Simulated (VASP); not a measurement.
# PbS in VASP: a series of runs

Runs on PbS. Level: PBE. Tasks: single point.

Everything below comes from runs of VASP 6.6.1. Logs are shortened: lines on timing, memory, paths and dates and some standing lists are left out, and cuts for length are marked.

## Step 1: The cell of the first run

The cell holds a slab with vacuum, 4 atoms: a = 4.047 Å, b = 4.047 Å, c = 11.757 Å, α = 93.68°, β = 93.68°, γ = 89.21°.

## Step 2: Single point, PBE (equal xx and yy strain of -2 %)

Contents of INCAR:

```
SYSTEM = PbS
PREC     = Accurate       ! precision mode
ENCUT    = 520            ! plane-wave cutoff, eV
EDIFF    = 1E-7           ! SCF threshold, eV
ISMEAR   = -1             ! smearing method
SIGMA    = 0.01           ! smearing width, eV
LREAL    = .FALSE.        ! projectors in reciprocal space
LASPH    = .TRUE.         ! aspherical terms in the spheres
NELM     = 60             ! most SCF steps
ALGO     = Normal         ! electronic algorithm
ISIF     = 2              ! what is computed and relaxed
LWAVE    = .FALSE.        ! write WAVECAR
LCHARG   = .FALSE.        ! write CHGCAR
GGA      = PE             ! functional
NBANDS   = 28             ! bands
```

Contents of KPOINTS:

```
Automatic mesh
0
G
  7 7 3
  0 0 0
```

Contents of POSCAR:

```
PbS
1.0
    2.8816900000     -2.8420000000      0.0000000000
    2.8816900000      2.8420000000      0.0000000000
   -1.0584490000      0.0000000000     11.7092900000
Pb S
2 2
Direct
    0.7756000000      0.7756000000      0.6363800000
    0.2244000000      0.2244000000      0.3636200000
    0.2684000000      0.2684000000      0.5986000000
    0.7316000000      0.7316000000      0.4014000000
```

Potentials or basis: VASP PAW PBE potentials, release 64 (Pb_d, S).

Command:

```sh
> cat potpaw_PBE.64/Pb_d/POTCAR potpaw_PBE.64/S/POTCAR > POTCAR
> mpirun -np 1 vasp_std > vasp.out
```

OUTCAR:

```text
SYSTEM = PbS
   PREC = Accurate
   ENCUT = 520
   EDIFF = 1E-7
   ISMEAR = -1
   LREAL = .FALSE.
   LASPH = .TRUE.
   NELM = 60
   ISIF = 2
   GGA = PE

 ion  position               nearest neighbor table
   1  0.776  0.776  0.636-   4 2.75   3 2.88   3 2.88   3 2.91   3 2.92
   2  0.224  0.224  0.364-   3 2.75   4 2.88   4 2.88   4 2.91   4 2.92
   3  0.268  0.268  0.599-   2 2.75   1 2.88   1 2.88   1 2.91   1 2.92
   4  0.732  0.732  0.401-   1 2.75   2 2.88   2 2.88   2 2.91   2 2.92

  LATTYP: Found a base centered monoclinic cell.
 ALAT       =     5.7633800000
 B/A-ratio  =     0.9862268322
 C/A-ratio  =     2.0399542227
 COS(beta)  =    -0.0900268926

  Lattice vectors:

 A1 = (   2.8816900000,  -2.8420000000,   0.0000000000)
 A2 = (   2.8816900000,   2.8420000000,   0.0000000000)
 A3 = (  -1.0584490000,   0.0000000000,  11.7092900000)

Analysis of symmetry for initial positions (statically):
=====================================================================
 Subroutine PRICEL returns:
 Original cell was already a primitive cell.

 Routine SETGRP: Setting up the symmetry group for a
 base centered monoclinic supercell.

 Subroutine GETGRP returns: Found  4 space group operations
 (whereof  4 operations were pure point group operations)
 out of a pool of  4 trial point group operations.

The static configuration has the point symmetry C_2h.

Analysis of symmetry for dynamics (positions and initial velocities):
=====================================================================
 Subroutine PRICEL returns:
 Original cell was already a primitive cell.

 Routine SETGRP: Setting up the symmetry group for a
 base centered monoclinic supercell.

 Subroutine GETGRP returns: Found  4 space group operations
 (whereof  4 operations were pure point group operations)
 out of a pool of  4 trial point group operations.

The dynamic configuration has the point symmetry C_2h.

 Subroutine INISYM returns: Found  4 space group operations
 (whereof  4 operations are pure point group operations),
 and found     1 'primitive' translations

----------------------------------------------------------------------------------------

                                     Primitive cell

  volume of cell :     191.7926

  direct lattice vectors                    reciprocal lattice vectors
     2.881690000 -2.842000000  0.000000000     0.173509295 -0.175932442  0.015684191
     2.881690000  2.842000000  0.000000000     0.173509295  0.175932442  0.015684191
    -1.058449000  0.000000000 11.709290000     0.000000000  0.000000000  0.085402275

  length of vectors
     4.047357318  4.047357318 11.757031368     0.247595827  0.247595827  0.085402275

  position of ions in fractional coordinates (direct lattice)
     0.775600000  0.775600000  0.636380000
     0.224400000  0.224400000  0.363620000
     0.268400000  0.268400000  0.598600000
     0.731600000  0.731600000  0.401400000

  ion indices of the primitive-cell ions
   primitive index   ion index
                 1           1
                 2           2
                 3           3
                 4           4

----------------------------------------------------------------------------------------

 KPOINTS: Automatic mesh

Automatic generation of k-mesh.
 Grid dimensions read from file:
 generate k-points for:    7    7    3

 Generating k-lattice:

  Cartesian coordinates                     Fractional coordinates (reciprocal lattice)
     0.024787042 -0.025133206  0.002240599     0.142857143  0.000000000 -0.000000000
     0.024787042  0.025133206  0.002240599     0.000000000  0.142857143 -0.000000000
     0.000000000  0.000000000  0.028467425     0.000000000  0.000000000  0.333333333

  Length of vectors
     0.035370832  0.035370832  0.028467425

  Shift w.r.t. Gamma in fractional coordinates (k-lattice)
     0.000000000  0.000000000  0.000000000

 Subroutine IBZKPT returns following result:
 ===========================================

 Found     44 irreducible k-points:

 Following reciprocal coordinates:
            Coordinates               Weight
  0.000000  0.000000  0.000000      1.000000
  0.142857  0.000000 -0.000000      4.000000
  0.285714  0.000000  0.000000      4.000000
  0.428571 -0.000000  0.000000      4.000000
  0.142857  0.142857 -0.000000      2.000000
  0.285714  0.142857  0.000000      4.000000
[... 16 lines left out ...]
 -0.142857 -0.000000  0.333333      4.000000
  0.142857  0.142857  0.333333      2.000000
 [... further k-points ...]
   k-points           NKPTS =     44   k-points in BZ     NKDIM =     44   number of bands    NBANDS=     28
   number of dos      NEDOS =    301   number of ions     NIONS =      4
   total plane-waves  NPLWV =  81000
   dimension x,y,z NGX =    30 NGY =   30 NGZ =   90
   dimension x,y,z NGXF=    60 NGYF=   60 NGZF=  180
   ions per type =               2   2
   NGX,Y,Z   is equivalent  to a cutoff of  12.32, 12.32, 12.73 a.u.
   NGXF,Y,Z  is equivalent  to a cutoff of  24.65, 24.65, 25.45 a.u.
 SYSTEM =  PbS
   PREC   = accura    normal or accurate (medium, high low for compatibility)
   ISTART =      0    job   : 0-new  1-cont  2-samecut
   ICHARG =      2    charge: 1-file 2-atom 10-const
   ISPIN  =      1    spin polarized calculation?
   LNONCOLLINEAR =      F non collinear calculations
   LSORBIT =      F    spin-orbit coupling
   LASPH  =      T    aspherical Exc in radial PAW
   ENCUT  =  520.0 eV  38.22 Ry    6.18 a.u.   7.53  7.53 21.86*2*pi/ulx,y,z
   NELM   =     60;   NELMIN=  2; NELMDL= -5     # of ELM steps
   EDIFF  = 0.1E-06   stopping-criterion for ELM
   LREAL  =      F    real-space projection
   EDIFFG = 0.1E-05   stopping-criterion for IOM
   NSW    =      0    number of steps for IOM
   IBRION =     -1    ionic relax: 0-MD 1-quasi-New 2-CG
   NFREE  =      0    steps in history (QN), initial steepest desc. (CG)
   ISIF   =      2    stress and relaxation
   ISYM   =      2    0-nonsym 1-usesym 2-fastsym
   POTIM  = 0.5000    time-step for ionic-motion
   TEBEG  =    0.0;   TEEND  =   0.0 temperature during run
   PSTRESS=    0.0 pullay stress
   NELECT =      40.0000    total number of electrons
   NUPDOWN=      -1.0000    fix difference up-down
   EMIN   =  10.00;   EMAX   =-10.00  energy-range for DOS
   EFERMI =   0.00;   METHOD = LEGACY
   ISMEAR =    -1;   SIGMA  =   0.01  broadening in eV -4-tet -1-fermi 0-gaus
   EFERMI_NEDOS =   21; number of points for ismear=-14 and -15
   IALGO  =     38    algorithm
   IMIX   =      4    mixing-type and parameters
     AMIX     =   0.40;   BMIX     =  1.00
     AMIX_MAG =   1.60;   BMIX_MAG =  1.00
  volume/ion in A,a.u.               =      47.95       323.57
  Fermi-wavevector in a.u.,A,eV,Ry     =   0.970847  1.834635 12.824092  0.942544
  Thomas-Fermi vector in A             =   2.101016
   LORBIT       =      0    0 simple, 1 ext, 2 COOP (PROOUT), +10 PAW based schemes
   GGA     = PE    functional components
[... 5 lines left out ...]
 non-spin polarized calculation
  energy-cutoff  :      520.00
  volume of cell :      191.79
 maximum number of plane-waves:      5215
 NGX is ok and might be reduce to    30
   NGX = 15   NGY = 15   NGZ = 43

 number of electron      39.9999994 magnetization

 Free energy of the ion-electron system (eV)
  ---------------------------------------------------
  ext. energy  EPLUGINS =         0.00000000
  ---------------------------------------------------
  free energy    TOTEN  =       -17.09038589 eV

  energy without entropy =      -17.09038589  energy(sigma->0) =      -17.09038589

 E-fermi :   1.2513     XC(G=0):  -6.0254

 val. band max:        1.0289954111   @ k =   0.4286  -0.0000   0.3333
 cond. band min:       2.1007957465   @ k =   0.0000   0.0000   0.3333
 fundamental gap:      1.0718003355
 Fermi energy:         1.2513342098

 k-point     1 :       0.0000    0.0000    0.0000
  band No.  band energies     occupation
      1     -15.3772      2.00000
      2     -15.2754      2.00000
      3     -15.2734      2.00000
      4     -15.2637      2.00000
      5     -15.2281      2.00000
      6     -15.2240      2.00000
[... 20 lines left out ...]
     27       7.5905      0.00000
     28       7.6463      0.00000

 k-point     2 :       0.1429    0.0000   -0.0000
  band No.  band energies     occupation
      1     -15.3641      2.00000
      2     -15.2730      2.00000
      3     -15.2639      2.00000
      4     -15.2527      2.00000
      5     -15.2294      2.00000
      6     -15.2256      2.00000
[... 20 lines left out ...]
     27       7.0955      0.00000
     28       7.2447      0.00000

 k-point     3 :       0.2857    0.0000    0.0000
  band No.  band energies     occupation
      1     -15.3354      2.00000
      2     -15.2751      2.00000
      3     -15.2467      2.00000
      4     -15.2372      2.00000
      5     -15.2368      2.00000
      6     -15.2309      2.00000
[... 20 lines left out ...]
     27       6.4302      0.00000
     28       7.5379      0.00000

 k-point     4 :       0.4286   -0.0000    0.0000
  band No.  band energies     occupation
      1     -15.3075      2.00000
      2     -15.2867      2.00000
      3     -15.2498      2.00000
      4     -15.2497      2.00000
      5     -15.2426      2.00000
      6     -15.2373      2.00000
[... 20 lines left out ...]
     27       6.0693      0.00000
     28       6.9525      0.00000

 k-point     5 :       0.1429    0.1429   -0.0000
  band No.  band energies     occupation
      1     -15.3551      2.00000
      2     -15.2676      2.00000
      3     -15.2547      2.00000
      4     -15.2456      2.00000
      5     -15.2313      2.00000
      6     -15.2307      2.00000
[... 20 lines left out ...]
     27       6.4831      0.00000
     28       7.7034      0.00000

 k-point     6 :       0.2857    0.1429    0.0000
  band No.  band energies     occupation
      1     -15.3351      2.00000
      2     -15.2743      2.00000
      3     -15.2487      2.00000
      4     -15.2440      2.00000
      5     -15.2400      2.00000
      6     -15.2286      2.00000
[... 463 lines left out ...]
      5     -15.2426      2.00000
      6     -15.2373      2.00000
[... 20 lines left out ...]
     27       6.2007      0.00000
     28       7.1537      0.00000

 k-point    22 :      -0.2857   -0.0000    0.3333
  band No.  band energies     occupation
      1     -15.3354      2.00000
      2     -15.2751      2.00000
      3     -15.2467      2.00000
      4     -15.2372      2.00000
      5     -15.2368      2.00000
      6     -15.2309      2.00000
[... 20 lines left out ...]
     27       6.2000      0.00000
     28       7.3103      0.00000

 k-point    23 :      -0.1429   -0.0000    0.3333
  band No.  band energies     occupation
      1     -15.3641      2.00000
      2     -15.2730      2.00000
      3     -15.2639      2.00000
      4     -15.2527      2.00000
      5     -15.2294      2.00000
      6     -15.2256      2.00000
[... 20 lines left out ...]
     27       7.1016      0.00000
     28       7.4137      0.00000

 k-point    24 :       0.1429    0.1429    0.3333
  band No.  band energies     occupation
      1     -15.3551      2.00000
      2     -15.2676      2.00000
      3     -15.2547      2.00000
      4     -15.2456      2.00000
      5     -15.2313      2.00000
      6     -15.2307      2.00000
[... 20 lines left out ...]
     27       6.2913      0.00000
     28       7.5701      0.00000

 [... further k-points ...]

------------------------ aborting loop because EDIFF is reached ----------------------------------------

  FORCE on cell =-STRESS in cart. coord.  units (eV):
  Direction    XX          YY          ZZ          XY          YZ          ZX
  --------------------------------------------------------------------------------------
  -------------------------------------------------------------------------------------
  Total        2.7017864      4.0473577     -0.8709733      0.0000000      0.0000000     -0.0122611
  in kB       22.5699035     33.8103977     -7.2758462      0.0000000      0.0000000     -0.1024253
  external PRESSURE =      16.3681517 kB  Pullay stress =       0.0000000 kB

 VOLUME and BASIS-vectors are now :
 -----------------------------------------------------------------------------
  energy-cutoff  :      520.00
  volume of cell :      191.79
      direct lattice vectors                 reciprocal lattice vectors
     2.881690000 -2.842000000  0.000000000     0.173509295 -0.175932442  0.015684191
     2.881690000  2.842000000  0.000000000     0.173509295  0.175932442  0.015684191
    -1.058449000  0.000000000 11.709290000     0.000000000  0.000000000  0.085402275

 POSITION                                       TOTAL-FORCE (eV/Angst)
 -----------------------------------------------------------------------------------
      3.79650      0.00000      7.45156        -0.002126      0.000000     -0.183994
      0.90843      0.00000      4.25773         0.002126      0.000000      0.183994
      0.91330      0.00000      7.00918        -0.002504      0.000000     -0.102277
      3.79163      0.00000      4.70011         0.002504      0.000000      0.102277
 -----------------------------------------------------------------------------------
    total drift:                               -0.000000     -0.000000      0.000000

  FREE ENERGIE OF THE ION-ELECTRON SYSTEM (eV)
  ---------------------------------------------------
  free  energy   TOTEN  =       -17.0903858878 eV

  energy  without entropy=      -17.0903858878  energy(sigma->0) =      -17.09038589
```

Wall time 9.8 min (1 thread of Intel Xeon 8259CL, shared host); peak memory 0.38 GiB.

What came out:

```
Free energy            : -17.0904 eV
Largest force          : 0.184 eV/Å
Band gap on the k mesh : 1.07 eV (least direct gap 1.09 eV)
```

Forces on the atoms (eV/Å):
```
Pb  -0.002  0.000 -0.184
Pb   0.002  0.000  0.184
S   -0.003  0.000 -0.102
S    0.003  0.000  0.102
```

Caveat: the cell differs from its parent crystal (equal xx and yy strain of -2 %); there is no dipole correction, which matters where the two faces differ; spin-orbit coupling is left out, which moves the levels of the heavy elements.

## Step 3: Single point, PBE (equal xx and yy strain of +1 %)

Contents of INCAR:

```
  ALGO = Normal
  EDIFF = 1E-6
  ENCUT = 520
  GGA = PE
  ISIF = 2
  ISMEAR = -1
  LASPH = T
  LCHARG = T
  LELF = T
  LREAL = F
  LVHAR = T
  LWAVE = F
  NBANDS = 28
  NELM = 100
  PREC = Accurate
  SIGMA = 0.01
```

Contents of KPOINTS:

```
k-points
0
Gamma
  7 7 3
```

Contents of POSCAR:

```
PbS
1.0
    2.9699050000     -2.9290000000      0.0000000000
    2.9699050000      2.9290000000      0.0000000000
   -1.0908505000      0.0000000000     11.7092900000
Pb S
2 2
Direct
    0.7756000000      0.7756000000      0.6363800000
    0.2244000000      0.2244000000      0.3636200000
    0.2684000000      0.2684000000      0.5986000000
    0.7316000000      0.7316000000      0.4014000000
```

Potentials or basis: VASP PAW PBE potentials, release 64 (Pb_d, S).

Command:

```sh
> cat potpaw_PBE.64/Pb_d/POTCAR potpaw_PBE.64/S/POTCAR > POTCAR
> mpirun -np 1 vasp_std > vasp.out
```

Run time: 9 min. Hardware: 1 thread of Intel Xeon 8259CL, shared host; peak memory 0.42 GiB.

The run converged. Its results:

```yaml
Free_energy: -17.1981 eV
Largest_force: 0.510 eV/Å
Band_gap_on_the_k_mesh: 1.36 eV
```

Forces on the atoms (eV/Å):
```
Pb  -0.001  0.000 -0.510
Pb   0.001  0.000  0.510
S   -0.004  0.000 -0.053
S    0.004  0.000  0.053
```

Levels at points of the mesh, in eV from the valence-band top:
```
           k point  band 17  band 18  band 19  band 20  band 21  band 22  band 23  band 24
(0.00, 0.00, 0.00)    -2.32    -1.34    -1.23     0.00     1.47     3.05     5.05     5.07
```

Caveat: the cell differs from its parent crystal (equal xx and yy strain of +1 %); there is no dipole correction, which matters where the two faces differ; spin-orbit coupling is left out, which moves the levels of the heavy elements.

## Step 4: Single point, PBE (equal xx and yy strain of +3 %)

Contents of INCAR:

```
SYSTEM = PbS
ALGO = Normal
EDIFF = 1E-6
ENCUT = 520
GGA = PE
ISIF = 2
ISMEAR = -1
LASPH = .TRUE.
LCHARG = .FALSE.
LREAL = .FALSE.
LWAVE = .FALSE.
NBANDS = 28
NELM = 100
PREC = Accurate
SIGMA = 0.01
```

Contents of KPOINTS:

```
k-points
0
G
  7 7 3
  0 0 0
```

Contents of POSCAR:

```
PbS
1.0
    3.0287150000     -2.9870000000      0.0000000000
    3.0287150000      2.9870000000      0.0000000000
   -1.1124515000      0.0000000000     11.7092900000
Pb S
2 2
Direct
    0.7756000000      0.7756000000      0.6363800000
    0.2244000000      0.2244000000      0.3636200000
    0.2684000000      0.2684000000      0.5986000000
    0.7316000000      0.7316000000      0.4014000000
```

Command:

```sh
> cat potpaw_PBE.64/Pb_d/POTCAR potpaw_PBE.64/S/POTCAR > POTCAR
> mpirun -np 1 vasp_std > vasp.out
```

Wall time 9.3 min (1 thread of Intel Xeon 8259CL, shared host); peak memory 0.42 GiB.

It converged, with:

- Free energy: -17.1736 eV
- Largest force: 0.688 eV/Å
- Band gap on the k mesh: 1.54 eV

Forces in eV/Å, atoms in the order of the input:
```
Pb   0.000  0.000 -0.688
Pb   0.000  0.000  0.688
S   -0.005  0.000 -0.040
S    0.005  0.000  0.040
```

Levels at points of the mesh, in eV from the valence-band top:
| k point | band 16 | band 17 | band 18 | band 19 | band 20 | band 21 | band 22 | band 23 | band 24 | band 25 |
| --- | --- | --- | --- | --- | --- | --- | --- | --- | --- | --- |
| (0.00, 0.00, 0.00) | -2.27 | -2.14 | -1.15 | -1.05 | 0.00 | 1.65 | 3.16 | 4.83 | 5.06 | 5.15 |

Caveat: the cell differs from its parent crystal (equal xx and yy strain of +3 %); there is no dipole correction, which matters where the two faces differ; spin-orbit coupling is left out, which moves the levels of the heavy elements.

## Step 5: Overview

| cell | gap on the mesh (eV) | largest force (eV/Å) |
| --- | --- | --- |
| a = 4.047, b = 4.047, c = 11.757 Å, angles 93.7, 93.7, 89.2°, 4 atoms | 1.07 | 0.18 |
| a = 4.171, b = 4.171, c = 11.760 Å, angles 93.8, 93.8, 89.2°, 4 atoms | 1.36 | 0.51 |
| a = 4.254, b = 4.254, c = 11.762 Å, angles 93.9, 93.9, 89.2°, 4 atoms | 1.54 | 0.69 |

Alike in all rows: task single point; level PBE; potentials or basis VASP PAW PBE potentials, release 64 (Pb_d, S); no spin polarisation; k mesh 7 × 7 × 3; cutoff (eV) 520; smearing fermi-dirac 0.01 eV.

Caveats: there is no dipole correction, which matters where the two faces differ; spin-orbit coupling is left out, which moves the levels of the heavy elements.

Total energies depend on the potentials used, so only differences within one code and one set of settings carry meaning.
